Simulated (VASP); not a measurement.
Runs of VASP 6.6.1 on TaN. It takes space group P6/mmm (No. 191, hexagonal). Conventional cell: a = 5.185 Å, b = 5.185 Å, c = 2.908 Å, α = 90.00°, β = 90.00°, γ = 120.00°. Within 3.4 Å of Ta (site symmetry 6/mmm) lie 6 N at 2.59 Å and 14 Ta at 2.91 to 3.33 Å. Ta (site symmetry -6m2) has 6 N at 2.09 Å within 2.8 Å. Within 2.8 Å of N (site symmetry mmm) lie 6 Ta at 2.09 to 2.59 Å and 4 N at 2.59 Å. 

| spin | fixed moment (μB) | gap on the mesh (eV) | pressure (GPa) | moment (μB) |
| --- | --- | --- | --- | --- |
| collinear, ferromagnetic start | 6.0 | - | 32.4 | 6.00 |
| collinear, ferromagnetic start | 3.0 | - | (a) | 3.00 |
| off | - | none | 9.0 | - |
| collinear, ferromagnetic start | - | none | 9.0 | 0.00 |
| collinear, zero start | 0.0 | - | 9.0 | 0.00 |
| collinear, ferromagnetic start | 6.6 | - | 36.3 | 6.60 |

Alike in all rows: task single point; level LDA+U; potentials or basis VASP PAW LDA potentials, release 64 (Ta_pv, N); Ta d U = 4.0 eV; cell as given; k mesh 4 × 4 × 7; cutoff (eV) 520; smearing gaussian 0.05 eV.

Question: Fill in the values left out.

Answer: (a) 16.5.

Caveats: spin-orbit coupling is left out, which moves the levels of the heavy elements; the total moment is fixed, so each spin has its own Fermi level (some runs); the moment is held away from its start (some runs); U without spin polarisation on a metal has little footing (some runs).

A k mesh can miss the band edges, and the runs leave out spin-orbit coupling on Ta.

A gap of «none» marks levels without a gap at the run's occupations.
